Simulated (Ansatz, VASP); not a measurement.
# NaCl: VASP beside Ansatz

```
Na Cl
1.0
     0.00000    2.83175    2.83175
     2.83175    0.00000    2.83175
     2.83175    2.83175    0.00000
Na Cl
1 1
Direct
  0.02649 0.97351 0.02649
  0.50000 0.50000 0.50000
```

Change from the starting cell: one atom moved.

Alike in both runs: task single point; functional PBE; k mesh 8 × 8 × 8; occupations gaussian, width 0.02 eV; no spin polarisation.

|  | VASP | Ansatz |
| --- | --- | --- |
| version | VASP 6.6.1 | Ansatz 0.2.0 |
| potentials or method | VASP PAW PBE potentials, release 64 (Na_pv, Cl), cutoff 520 eV | scalar-relativistic, plane waves, PAW |
| valence electrons in the cell | 14 | 16 |

```tsv
	VASP	Ansatz	Ansatz less VASP
gap on the k mesh at the Fermi level (eV)	5.06	5.06	0.000
least direct gap on the mesh (eV)	5.06	5.06	0.000
pressure (GPa)	0.6	0.7	+0.03
traceless stress, the component that is largest in VASP (GPa)	0.58	0.58	-0.007
rms of the force components (eV/Å)	0.124	0.123	-0.0012
```

Atom by atom the forces differ by 0.001 eV/Å (rms over components). The functional is the same, so the differences come from potentials, cutoffs and numerics. VASP's potentials hold 14 valence electrons a cell and Ansatz's 16, so a difference there can come from the potentials and not from the codes.
